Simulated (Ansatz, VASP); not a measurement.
Two plane-wave programs on Cu

Contents of INCAR:

```
PREC = Accurate ; ENCUT = 520
EDIFF = 1E-7 ; ISMEAR = 0
SIGMA = 0.15 ; LREAL = F
LASPH = T ; NELM = 80
ALGO = Normal ; ISIF = 2
LWAVE = F ; LCHARG = F
GGA = PE ; NBANDS = 12
```

Contents of KPOINTS:

```
regular mesh
0
Gamma
  24 24 24
```

File POSCAR:

```
Cu
1.0
    0.0000000000      2.0789444939      1.3080718756
    2.0789444939      0.0000000000      1.3080718756
    2.0789444939      2.0789444939      0.0000000000
Cu
1
Direct
    0.0000000000      0.0000000000      0.0000000000
```

Input for Ansatz:

```yaml
crystal:
  lattice:
    - [0.0, 2.0789444939, 1.3080718756]
    - [2.0789444939, 0.0, 1.3080718756]
    - [2.0789444939, 2.0789444939, 0.0]
  atoms:
    - { symbol: Cu, position: [0.0, 0.0, 0.0] }
basis:
  ecutwfc: 520.0
kpoints:
  mp_grid: { grid: [24, 24, 24] }
hamiltonian:
  xc: pbe
  pseudopotentials: { kind: paw, azcp: { folder: soft_1 } }
scf:
  occupations: { method: gaussian, width: 0.15 }
output:
  forces: true
  stress: true
  eigenvalues: true
```

Alike in both runs: task single point; functional PBE; k mesh 24 × 24 × 24; occupations gaussian, width 0.15 eV; no spin polarisation.

|  | VASP | Ansatz |
| --- | --- | --- |
| version | VASP 6.6.1 | Ansatz 0.2.0 |
| potentials or method | VASP PAW PBE potentials, release 64 (Cu), cutoff 520 eV | scalar-relativistic, plane waves, PAW |
| valence electrons in the cell | 11 | 19 |

```tsv
	VASP	Ansatz	Ansatz less VASP
gap on the k mesh at the Fermi level (eV)	none	none	-
pressure (GPa)	10.6	9.9	-0.67
traceless stress, the component that is largest in VASP (GPa)	1.39	1.36	-0.036
```

A gap of «none» marks a metal or a gap that the smearing closes. With one functional, cell and mesh, what is left measures potentials, basis and numerics. VASP's potentials hold 11 valence electrons a cell and Ansatz's 19, so a difference there can come from the potentials and not from the codes.
